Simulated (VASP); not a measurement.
# ZnS (P6_3mc) in VASP: further runs, part 2 of 2

VASP 6.6.1. Earlier steps stand in the parts before.

**3. Single point, PBEsol (in-plane strain +0.005)**

File INCAR:

```
  ALGO = Normal
  EDIFF = 1E-7
  ENCUT = 520
  GGA = PS
  ISIF = 2
  ISMEAR = 0
  LASPH = True
  LCHARG = False
  LREAL = False
  LWAVE = False
  NBANDS = 26
  NELM = 60
  PREC = Accurate
  SIGMA = 0.01
```

File KPOINTS:

```
k-points
0
Gamma
  6 6 4
```

File POSCAR:

```
ZnS
1.0
    3.8004859945      0.0000000000      0.0000000000
   -1.9002429972      3.2913174180      0.0000000000
    0.0000000000      0.0000000000      6.1903341296
Zn S
2 2
Direct
    0.3333333333      0.6666666667      0.0054423634
    0.6666666667      0.3333333333      0.5054423634
    0.3333333333      0.6666666667      0.3795576366
    0.6666666667      0.3333333333      0.8795576366
```

Potentials or basis: VASP PAW PBE potentials, release 64 (Zn, S).

Run with:

```
$ cat potpaw_PBE.64/Zn/POTCAR potpaw_PBE.64/S/POTCAR > POTCAR
$ mpirun -np 1 vasp_std > vasp.out
```

OUTCAR:

```text
EDIFF = 1E-7
   ENCUT = 520
   GGA = PS
   ISIF = 2
   ISMEAR = 0
   LASPH = True
   LREAL = False
   NELM = 60
   PREC = Accurate

 ion  position               nearest neighbor table
   1  0.333  0.667  0.005-   3 2.32   4 2.33   4 2.33   4 2.33
   2  0.667  0.333  0.505-   4 2.32   3 2.33   3 2.33   3 2.33
   3  0.333  0.667  0.380-   1 2.32   2 2.33   2 2.33   2 2.33
   4  0.667  0.333  0.880-   2 2.32   1 2.33   1 2.33   1 2.33

  LATTYP: Found a hexagonal cell.
 ALAT       =     3.8004859945
 C/A-ratio  =     1.6288269812

  Lattice vectors:

 A1 = (   3.8004859945,   0.0000000000,   0.0000000000)
 A2 = (  -1.9002429972,   3.2913174180,   0.0000000000)
 A3 = (   0.0000000000,   0.0000000000,   6.1903341296)

Analysis of symmetry for initial positions (statically):
=====================================================================
 Subroutine PRICEL returns:
 Original cell was already a primitive cell.

 Routine SETGRP: Setting up the symmetry group for a
 hexagonal supercell.

 Subroutine GETGRP returns: Found 12 space group operations
 (whereof  6 operations were pure point group operations)
 out of a pool of 24 trial point group operations.

The static configuration has the point symmetry C_3v.
 The point group associated with its full space group is C_6v.

Analysis of symmetry for dynamics (positions and initial velocities):
=====================================================================
 Subroutine PRICEL returns:
 Original cell was already a primitive cell.

 Routine SETGRP: Setting up the symmetry group for a
 hexagonal supercell.

 Subroutine GETGRP returns: Found 12 space group operations
 (whereof  6 operations were pure point group operations)
 out of a pool of 24 trial point group operations.

The dynamic configuration has the point symmetry C_3v.
[... 116 lines left out ...]
   EFERMI_NEDOS =   21; number of points for ismear=-14 and -15
   IALGO  =     38    algorithm
   IMIX   =      4    mixing-type and parameters
     AMIX     =   0.40;   BMIX     =  1.00
     AMIX_MAG =   1.60;   BMIX_MAG =  1.00
  volume/ion in A,a.u.               =      19.36       130.63
  Fermi-wavevector in a.u.,A,eV,Ry     =   1.268240  2.396625 21.884044  1.608432
  Thomas-Fermi vector in A             =   2.401345
   LORBIT       =      0    0 simple, 1 ext, 2 COOP (PROOUT), +10 PAW based schemes
   GGA     = PS    functional components
   LHFCALC =     F    Hartree Fock is set to
   AEXX    =    0.0000 exact exchange contribution
   IVDW    =     0    specifies the selected vdW correction
   LEPSILON=     F    determine dielectric tensor
   LRPA    =     F    only Hartree local field effects (RPA)
 non-spin polarized calculation
 Gauss-broadening in eV      SIGMA  =   0.01
  energy-cutoff  :      520.00
  volume of cell :       77.43
 maximum number of plane-waves:      2109
   NGX = 15   NGY = 15   NGZ = 23

 number of electron      36.0000002 magnetization

 Free energy of the ion-electron system (eV)
  ---------------------------------------------------
  ext. energy  EPLUGINS =         0.00000000
  ---------------------------------------------------
  free energy    TOTEN  =       -15.16229014 eV

  energy without entropy =      -15.16229014  energy(sigma->0) =      -15.16229014

 E-fermi :   2.2718     XC(G=0):  -9.9302

 val. band max:        2.2047687939   @ k =   0.0000   0.0000   0.0000
 cond. band min:       4.3506912271   @ k =   0.0000   0.0000   0.0000
 fundamental gap:      2.1459224332
 Fermi energy:         2.2718475524

 k-point     1 :       0.0000    0.0000    0.0000
  band No.  band energies     occupation
      1     -11.1043      2.00000
      2     -10.1019      2.00000
      3      -4.2500      2.00000
      4      -4.2268      2.00000
      5      -4.2268      2.00000
      6      -4.1397      2.00000
[... 598 lines left out ...]
     25      11.8313      0.00000
     26      11.8313      0.00000

------------------------ aborting loop because EDIFF is reached ----------------------------------------

  FORCE on cell =-STRESS in cart. coord.  units (eV):
  Direction    XX          YY          ZZ          XY          YZ          ZX
  --------------------------------------------------------------------------------------
  -------------------------------------------------------------------------------------
  Total       -0.3279156     -0.3279156      0.2061329     -0.0000000      0.0000000      0.0000000
  in kB       -6.7849971     -6.7849971      4.2651551     -0.0000000      0.0000000      0.0000000
  external PRESSURE =      -3.1016130 kB  Pullay stress =       0.0000000 kB

 VOLUME and BASIS-vectors are now :
 -----------------------------------------------------------------------------
  energy-cutoff  :      520.00
  volume of cell :       77.43
      direct lattice vectors                 reciprocal lattice vectors
     3.800485994  0.000000000  0.000000000     0.263124243  0.151914852  0.000000000
    -1.900242997  3.291317418  0.000000000     0.000000000  0.303829705  0.000000000
     0.000000000  0.000000000  6.190334130     0.000000000  0.000000000  0.161542169

 POSITION                                       TOTAL-FORCE (eV/Angst)
 -----------------------------------------------------------------------------------
     -0.00000      2.19421      0.03369         0.000000     -0.000000     -0.055472
      1.90024      1.09711      3.12886        -0.000000      0.000000     -0.055472
     -0.00000      2.19421      2.34959         0.000000      0.000000      0.055472
      1.90024      1.09711      5.44476         0.000000      0.000000      0.055472
 -----------------------------------------------------------------------------------
    total drift:                               -0.000000     -0.000000     -0.000432

  FREE ENERGIE OF THE ION-ELECTRON SYSTEM (eV)
  ---------------------------------------------------
  free  energy   TOTEN  =       -15.1622901419 eV

  energy  without entropy=      -15.1622901419  energy(sigma->0) =      -15.16229014
```

stdout:

```text
POSCAR found type information on POSCAR ZnS
 POSCAR found :  2 types and       4 ions
 scaLAPACK will be used
 -----------------------------------------------------------------------------
|                                                                             |
|                                                                             |
|     You enforced a specific xc type in the INCAR file but a different       |
|     I HOPE YOU KNOW WHAT YOU ARE DOING!                                     |
|                                                                             |
 -----------------------------------------------------------------------------

 LDA part: xc-table for (Slater+PW92), standard interpolation
 POSCAR, INCAR and KPOINTS ok, starting setup
 FFT: planning ... GRIDC
 FFT: planning ... GRID_SOFT
 FFT: planning ... GRID
 WAVECAR not read
 entering main loop
```

Wall time 34 s (1 thread of Intel Xeon Platinum 8259CL at 2.50GHz (Skylake/Cascade Lake), shared host); peak memory 0.2 GiB.

Results:

* Free energy: -15.1623 eV
* Pressure: -0.3 GPa
* Largest force: 0.055 eV/Å
* Band gap on the k mesh: 2.15 eV, direct

Forces on the atoms (eV/Å):
```
Zn   0.000  0.000 -0.055
Zn   0.000  0.000 -0.055
S    0.000  0.000  0.055
S    0.000  0.000  0.055
```

Caveat: the cell differs from its parent crystal (in-plane strain +0.005); the PAW data sets were made with another functional, which shifts forces and pressure a little.

**4. Single point, PBEsol (film at in-plane strain +0.005)**

File INCAR:

```
SYSTEM = ZnS
ALGO     = Normal         ! electronic algorithm
EDIFF    = 1E-6           ! SCF threshold, eV
ENCUT    = 520            ! plane-wave cutoff, eV
GGA      = PS             ! functional
ISIF     = 2              ! what is computed and relaxed
ISMEAR   = 0              ! smearing method
LASPH    = .True.         ! aspherical terms in the spheres
LCHARG   = .False.        ! write CHGCAR
LREAL    = .False.        ! projectors in reciprocal space
LWAVE    = .False.        ! write WAVECAR
NBANDS   = 26             ! bands
NELM     = 80             ! most SCF steps
PREC     = Accurate       ! precision mode
SIGMA    = 0.01           ! smearing width, eV
```

File KPOINTS:

```
k-points
0
Gamma
  6 6 4
  0 0 0
```

File POSCAR:

```
ZnS
1.0
    3.8004859945      0.0000000000      0.0000000000
   -1.9002429972      3.2913174180      0.0000000000
    0.0000000000      0.0000000000      6.1906410369
Zn S
2 2
Direct
    0.3333333333      0.6666666667      0.0047109980
    0.6666666667      0.3333333333      0.5047109980
    0.3333333333      0.6666666667      0.3802890020
    0.6666666667      0.3333333333      0.8802890020
```

Potentials or basis: VASP PAW PBE potentials, release 64 (Zn, S).

Run with:

```
$ cat potpaw_PBE.64/Zn/POTCAR potpaw_PBE.64/S/POTCAR > POTCAR
$ mpirun -np 1 vasp_std > vasp.out
```

OUTCAR:

```text
SYSTEM = ZnS
   EDIFF = 1E-6
   ENCUT = 520
   GGA = PS
   ISIF = 2
   ISMEAR = 0
   LASPH = .True.
   LREAL = .False.
   NELM = 80
   PREC = Accurate

 ion  position               nearest neighbor table
   1  0.333  0.667  0.005-   3 2.33   4 2.33   4 2.33   4 2.33
   2  0.667  0.333  0.505-   4 2.33   3 2.33   3 2.33   3 2.33
   3  0.333  0.667  0.380-   1 2.33   2 2.33   2 2.33   2 2.33
   4  0.667  0.333  0.880-   2 2.33   1 2.33   1 2.33   1 2.33

  LATTYP: Found a hexagonal cell.
 ALAT       =     3.8004859945
 C/A-ratio  =     1.6289077360

  Lattice vectors:

 A1 = (   3.8004859945,   0.0000000000,   0.0000000000)
 A2 = (  -1.9002429972,   3.2913174180,   0.0000000000)
 A3 = (   0.0000000000,   0.0000000000,   6.1906410369)

Analysis of symmetry for initial positions (statically):
=====================================================================
 Subroutine PRICEL returns:
[... 167 lines left out ...]
  ext. energy  EPLUGINS =         0.00000000
  ---------------------------------------------------
  free energy    TOTEN  =       -15.16279316 eV

  energy without entropy =      -15.16279316  energy(sigma->0) =      -15.16279316

 E-fermi :   2.2585     XC(G=0):  -9.9298

 val. band max:        2.2003326983   @ k =   0.0000   0.0000   0.0000
 cond. band min:       4.3512736238   @ k =   0.0000   0.0000   0.0000
 fundamental gap:      2.1509409255
 Fermi energy:         2.2584680066

 k-point     1 :       0.0000    0.0000    0.0000
  band No.  band energies     occupation
      1     -11.1044      2.00000
      2     -10.1057      2.00000
      3      -4.2415      2.00000
      4      -4.2310      2.00000
      5      -4.2310      2.00000
      6      -4.1471      2.00000
[... 598 lines left out ...]
     25      11.8326      0.00000
     26      11.8326      0.00000

------------------------ aborting loop because EDIFF is reached ----------------------------------------

  FORCE on cell =-STRESS in cart. coord.  units (eV):
  Direction    XX          YY          ZZ          XY          YZ          ZX
  --------------------------------------------------------------------------------------
  -------------------------------------------------------------------------------------
  Total       -0.2682458     -0.2682458      0.0702464     -0.0000000     -0.0000000      0.0000000
  in kB       -5.5500761     -5.5500761      1.4534176     -0.0000000     -0.0000000      0.0000000
  external PRESSURE =      -3.2155782 kB  Pullay stress =       0.0000000 kB

 VOLUME and BASIS-vectors are now :
 -----------------------------------------------------------------------------
  energy-cutoff  :      520.00
  volume of cell :       77.44
      direct lattice vectors                 reciprocal lattice vectors
     3.800485994  0.000000000  0.000000000     0.263124243  0.151914852  0.000000000
    -1.900242997  3.291317418  0.000000000     0.000000000  0.303829705  0.000000000
     0.000000000  0.000000000  6.190641037     0.000000000  0.000000000  0.161534160

 POSITION                                       TOTAL-FORCE (eV/Angst)
 -----------------------------------------------------------------------------------
     -0.00000      2.19421      0.02916        -0.000000      0.000000      0.000417
      1.90024      1.09711      3.12448         0.000000      0.000000      0.000417
     -0.00000      2.19421      2.35423        -0.000000      0.000000     -0.000417
      1.90024      1.09711      5.44955        -0.000000     -0.000000     -0.000417
 -----------------------------------------------------------------------------------
    total drift:                               -0.000001     -0.000001      0.000479

  FREE ENERGIE OF THE ION-ELECTRON SYSTEM (eV)
  ---------------------------------------------------
  free  energy   TOTEN  =       -15.1627931594 eV

  energy  without entropy=      -15.1627931594  energy(sigma->0) =      -15.16279316
```

stdout:

```text
POSCAR found type information on POSCAR ZnS
 POSCAR found :  2 types and       4 ions
 scaLAPACK will be used
 -----------------------------------------------------------------------------
|                                                                             |
|                                                                             |
|     You enforced a specific xc type in the INCAR file but a different       |
|     I HOPE YOU KNOW WHAT YOU ARE DOING!                                     |
|                                                                             |
 -----------------------------------------------------------------------------

 LDA part: xc-table for (Slater+PW92), standard interpolation
 POSCAR, INCAR and KPOINTS ok, starting setup
 FFT: planning ... GRIDC
 FFT: planning ... GRID_SOFT
 FFT: planning ... GRID
 WAVECAR not read
 entering main loop
```

It took 37 s on 1 thread of Intel Xeon Platinum 8259CL at 2.50GHz (Skylake/Cascade Lake), shared host; peak memory 0.19 GiB.

Results:

| Quantity | Value |
| --- | --- |
| Free energy | -15.1628 eV |
| Pressure | -0.3 GPa |
| Band gap on the k mesh | 2.15 eV, direct |

Caveat: the cell differs from its parent crystal (film at in-plane strain +0.005); the PAW data sets were made with another functional, which shifts forces and pressure a little.

**5. Single point, PBEsol (in-plane strain +0.01, then relaxed in part)**

File INCAR:

```
  PREC = Accurate
  ENCUT = 520
  EDIFF = 1E-7
  ISMEAR = 0
  SIGMA = 0.01
  LREAL = False
  LASPH = True
  NELM = 80
  ALGO = Normal
  ISIF = 2
  LWAVE = False
  LCHARG = False
  GGA = PS
  NBANDS = 26
```

File KPOINTS:

```
regular mesh
0
Gamma
  6 6 4
```

File POSCAR:

```
ZnS
1.0
    3.8193938850      0.0000000000      0.0000000000
   -1.9096969425      3.3076921315      0.0000000000
    0.0000000000      0.0000000000      6.1685253392
Zn S
2 2
Direct
    0.3333333333      0.6666666667      0.0039114276
    0.6666666667      0.3333333333      0.5039114276
    0.3333333333      0.6666666667      0.3810885724
    0.6666666667      0.3333333333      0.8810885724
```

Run with:

```
$ cat potpaw_PBE.64/Zn/POTCAR potpaw_PBE.64/S/POTCAR > POTCAR
$ mpirun -np 1 vasp_std > vasp.out
```

Run time: 34 s. Hardware: 1 thread of Intel Xeon Platinum 8259CL at 2.50GHz (Skylake/Cascade Lake), shared host; peak memory 0.2 GiB.

It converged, with:

* Free energy: -15.1582 eV
* Pressure: -0.8 GPa
* Band gap on the k mesh: 2.14 eV, direct

Stress tensor (GPa, compression positive):
```
-1.28  0.00  0.00
 0.00 -1.28  0.00
 0.00  0.00  0.23
```

Levels at points of the mesh, in eV from the valence-band top:
```
           k point  band 14  band 15  band 16  band 17  band 18  band 19  band 20  band 21  band 22  band 23
(0.00, 0.00, 0.00)    -0.95    -0.95    -0.01     0.00     0.00     2.14     2.88     6.16     6.16     6.66
(0.50, 0.00, 0.00)    -4.17    -3.33    -2.33    -1.70    -0.90     3.47     4.22     5.08     6.85     7.50
(0.00, 0.00, 0.50)    -2.84    -0.50    -0.50    -0.50    -0.50     3.42     3.42     6.62     6.62     6.62
(0.50, 0.00, 0.50)    -4.94    -1.67    -1.67    -1.59    -1.59     3.47     3.47     5.14     5.14     8.80
```

Caveat: the cell differs from its parent crystal (in-plane strain +0.01, then relaxed in part); the PAW data sets were made with another functional, which shifts forces and pressure a little.

**6. Single point, PBEsol (in-plane strain +0.01)**

File INCAR:

```
SYSTEM = ZnS
PREC     = Accurate       ! precision mode
ENCUT    = 520            ! plane-wave cutoff, eV
EDIFF    = 1E-6           ! SCF threshold, eV
ISMEAR   = 0              ! smearing method
SIGMA    = 0.01           ! smearing width, eV
LREAL    = .FALSE.        ! projectors in reciprocal space
LASPH    = .TRUE.         ! aspherical terms in the spheres
NELM     = 80             ! most SCF steps
ALGO     = Normal         ! electronic algorithm
ISIF     = 2              ! what is computed and relaxed
LWAVE    = .FALSE.        ! write WAVECAR
LCHARG   = .FALSE.        ! write CHGCAR
GGA      = PS             ! functional
NBANDS   = 26             ! bands
```

File KPOINTS:

```
regular mesh
0
G
  6 6 4
  0 0 0
```

File POSCAR:

```
ZnS
1.0
    3.8193938850      0.0000000000      0.0000000000
   -1.9096969425      3.3076921315      0.0000000000
    0.0000000000      0.0000000000      6.1717072466
Zn S
2 2
Direct
    0.3333333333      0.6666666667      0.0054423634
    0.6666666667      0.3333333333      0.5054423634
    0.3333333333      0.6666666667      0.3795576366
    0.6666666667      0.3333333333      0.8795576366
```

Potentials or basis: VASP PAW PBE potentials, release 64 (Zn, S).

Run with:

```
$ cat potpaw_PBE.64/Zn/POTCAR potpaw_PBE.64/S/POTCAR > POTCAR
$ mpirun -np 1 vasp_std > vasp.out
```

Run time: 31 s. Hardware: 1 thread of Intel Xeon Platinum 8259CL at 2.50GHz (Skylake/Cascade Lake), shared host; peak memory 0.2 GiB.

Results (log left out):

```yaml
Free_energy: -15.1562 eV
Pressure: -0.8 GPa
Largest_force: 0.112 eV/Å
Band_gap_on_the_k_mesh: 2.13 eV, direct
```

Forces in eV/Å, atoms in the order of the input:
```
Zn   0.000  0.000 -0.112
Zn   0.000  0.000 -0.112
S    0.000  0.000  0.112
S    0.000  0.000  0.112
```

Stress tensor (GPa, compression positive):
```
-1.56  0.00  0.00
 0.00 -1.56  0.00
 0.00  0.00  0.70
```

Levels at points of the mesh, in eV from the valence-band top:
```tsv
k point	band 15	band 16	band 17	band 18	band 19	band 20	band 21	band 22
(0.00, 0.00, 0.00)	-0.96	-0.04	0.00	0.00	2.13	2.91	6.16	6.16
(0.50, 0.00, 0.00)	-3.36	-2.33	-1.74	-0.88	3.48	4.21	5.05	6.78
(0.00, 0.00, 0.50)	-0.51	-0.51	-0.51	-0.51	3.43	3.43	6.63	6.63
(0.50, 0.00, 0.50)	-1.66	-1.66	-1.62	-1.62	3.45	3.45	5.16	5.16
```

Caveat: the cell differs from its parent crystal (in-plane strain +0.01); the PAW data sets were made with another functional, which shifts forces and pressure a little.

**7. The runs side by side**

```tsv
cell	gap on the mesh (eV)	pressure (GPa)	largest force (eV/Å)
a = 3.800, b = 3.800, c = 6.191 Å, angles 90.0, 90.0, 120.0°, 4 atoms	2.15	-0.3	-
a = 3.800, b = 3.800, c = 6.190 Å, angles 90.0, 90.0, 120.0°, 4 atoms	2.15	-0.3	0.06
a = 3.819, b = 3.819, c = 6.169 Å, angles 90.0, 90.0, 120.0°, 4 atoms	2.14	-0.8	-
a = 3.819, b = 3.819, c = 6.172 Å, angles 90.0, 90.0, 120.0°, 4 atoms	2.13	-0.8	0.11
```

Some of these runs hold the atoms at other places in the same cell, which the table doesn't show; runs alike in all that it shows share one row.

Alike in all rows: task single point; level PBEsol; potentials or basis VASP PAW PBE potentials, release 64 (Zn, S); no spin polarisation; k mesh 6 × 6 × 4; cutoff (eV) 520; smearing gaussian 0.01 eV.

Caveats: the PAW data sets were made with another functional, which shifts forces and pressure a little.

Total energies depend on the potentials used, so only differences within one code and one set of settings carry meaning.
